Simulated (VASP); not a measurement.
A run of VASP 6.6.1 is set up as follows.

Contents of INCAR:

```
PREC = Accurate
ENCUT = 520
EDIFF = 1E-6
ISMEAR = 0
SIGMA = 0.05
LREAL = False
LASPH = True
NELM = 60
ALGO = Normal
ISIF = 2
LWAVE = False
LCHARG = False
GGA = PE
NBANDS = 11
```

Contents of KPOINTS:

```
regular mesh
0
Gamma
  8 8 8
```

POSCAR

```
Hf
1.0
   -1.7734035948      1.7734035948      1.7734035948
    1.7734035948     -1.7734035948      1.7734035948
    1.7734035948      1.7734035948     -1.7734035948
Hf
1
Direct
    0.0000000000      0.0000000000      0.0000000000
```

Potentials or basis: VASP PAW PBE potentials, release 64 (Hf_pv).

Launch:

```console
$ cat potpaw_PBE.64/Hf_pv/POTCAR > POTCAR
$ mpirun -np 1 vasp_std > vasp.out
```

Q: Estimate the pressure.

A: -0.6 GPa.

Q: What does it give for the band gap on the k mesh?

A: Zero (band 5 reaches 6.12 eV, above the bottom of band 6 at 3.85 eV).

Caveat: spin-orbit coupling is left out, which moves the levels of the heavy elements.
